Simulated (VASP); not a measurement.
Runs of VASP 6.6.1 on Rb. The structure is that of space group Fd-3m (No. 227), or close to it. The cells are those of the table. This isn't the form of Rb at room conditions, which is bcc.

| cell | gap on the mesh (eV) | pressure (GPa) |
| --- | --- | --- |
| a = 6.919 Å, angles 60.0°, 2 atoms | none | (a) |
| a = 6.044 Å, angles 60.0°, 2 atoms | none | 1.2 |
| a = 6.653 Å, angles 60.0°, 2 atoms | none | 0.3 |
| a = 6.363 Å, angles 60.0°, 2 atoms | none | 0.7 |
| a = 5.280 Å, angles 60.0°, 2 atoms | none | (b) |

Alike in all rows: task single point; level PBEsol; potentials or basis VASP PAW PBE potentials, release 64 (Rb_sv); no spin polarisation; k mesh 8 × 8 × 8; cutoff (eV) 520; smearing fermi-dirac 0.05 eV.

Question: Fill in the values left out.

Answer: (a) 0.1; (b) 3.9.

Caveats: the PAW data sets were made with another functional, which shifts forces and pressure a little; the cell stands under pressure (at least some runs).

A k mesh can miss the band edges, and the runs leave out spin-orbit coupling on Rb.

A gap of «none» marks levels without a gap at the run's occupations.
